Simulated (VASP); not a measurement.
Runs of VASP 6.6.1 on SiO2. The structure is that of space group P4_2/nmc (No. 137), or close to it. The cells are those of the table. 

```csv
task,level,cell,k mesh,cutoff (eV),smearing,gap on the mesh (eV),pressure (GPa),largest force (eV/Å)
single point,PBE,"a = 2.825, b = 2.825, c = 8.189 Å, 6 atoms",10 × 10 × 4,520,fermi-dirac 0.02 eV,5.20,6.9,(c)
relaxation of cell and atoms,PBE,"relaxed from a = 2.972, b = 2.972, c = 4.313 Å, 6 atoms",8 × 8 × 6,600,fermi-dirac 0.02 eV,4.60,0.0,-
single point,PBE,"a = 2.836, b = 2.836, c = 9.615 Å, 6 atoms",8 × 8 × 6,520,fermi-dirac 0.02 eV,5.03,(b),(d)
single point,PBEsol,"a = 2.821, b = 2.821, c = 8.646 Å, 6 atoms",8 × 8 × 4,520,fermi-dirac 0.02 eV,(a),0.8,0.06
single point,r2SCAN,"a = 2.825, b = 2.825, c = 8.189 Å, 6 atoms",8 × 8 × 4,520,fermi-dirac 0.02 eV,5.94,0.5,0.03
single point,r2SCAN,"a = 2.825, b = 2.825, c = 8.189 Å, 6 atoms",10 × 10 × 4,520,gaussian 0.01 eV,5.96,0.5,0.03
```

Alike in all rows: potentials or basis VASP PAW PBE potentials, release 64 (Si, O); no spin polarisation.

Fill in the values left out.

(a) 5.04; (b) 0.3; (c) 0.47; (d) 0.02.

Caveats: the PAW data sets were made with another functional, which shifts forces and pressure a little (some runs).

A k mesh can miss the band edges.
